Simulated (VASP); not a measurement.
Here is a VASP 6.6.1 calculation.

Contents of INCAR:

```
ALGO = Normal ; EDIFF = 1E-7
ENCUT = 520 ; GGA = PE
ISIF = 2 ; ISMEAR = 0
LASPH = True ; LCHARG = True
LELF = True ; LREAL = False
LVHAR = True ; LWAVE = False
NBANDS = 46 ; NELM = 80
PREC = Accurate ; SIGMA = 0.1
```

KPOINTS

```
k-points
0
Gamma
  4 4 4
```

File POSCAR:

```
Cd3HgSe4
1.0
   -2.9816376200      2.9816376200      5.9632752300
    2.9816376200     -2.9816376200      5.9632752300
    2.9816376200      2.9816376200     -5.9632752300
Cd Hg Se
3 1 4
Direct
    0.5000000000      0.5000000000      0.0000000000
    0.2500000000      0.7500000000      0.5000000000
    0.7500000000      0.2500000000      0.5000000000
    0.0000000000      0.0000000000      0.0000000000
    0.8750000000      0.8750000000      0.5000000000
    0.3750000000      0.3750000000      0.5000000000
    0.1250000000      0.6250000000      0.0000000000
    0.6250000000      0.1250000000      0.0000000000
```

Potentials or basis: VASP PAW PBE potentials, release 64 (Cd, Hg, Se).

Command:

```bash
$ cat potpaw_PBE.64/Cd/POTCAR potpaw_PBE.64/Hg/POTCAR potpaw_PBE.64/Se/POTCAR > POTCAR
$ mpirun -np 1 vasp_std > vasp.out
```

**Question.** Estimate the band gap on the k mesh.

**Answer.** 0.33 eV.

**Question.** Estimate the largest force.

**Answer.** 0.209 eV/Å.

**Question.** Estimate the pressure.

**Answer.** 7.7 GPa.

Forces in eV/Å, atoms in the order of the input:
```
Cd   0.000  0.000  0.000
Cd   0.000  0.000  0.000
Cd   0.000  0.000  0.000
Hg   0.000  0.000  0.000
Se  -0.120 -0.120  0.123
Se   0.120  0.120  0.123
Se  -0.120  0.120 -0.123
Se   0.120 -0.120 -0.123
```

Caveat: the cell stands under pressure; spin-orbit coupling is left out, which moves the levels of the heavy elements.
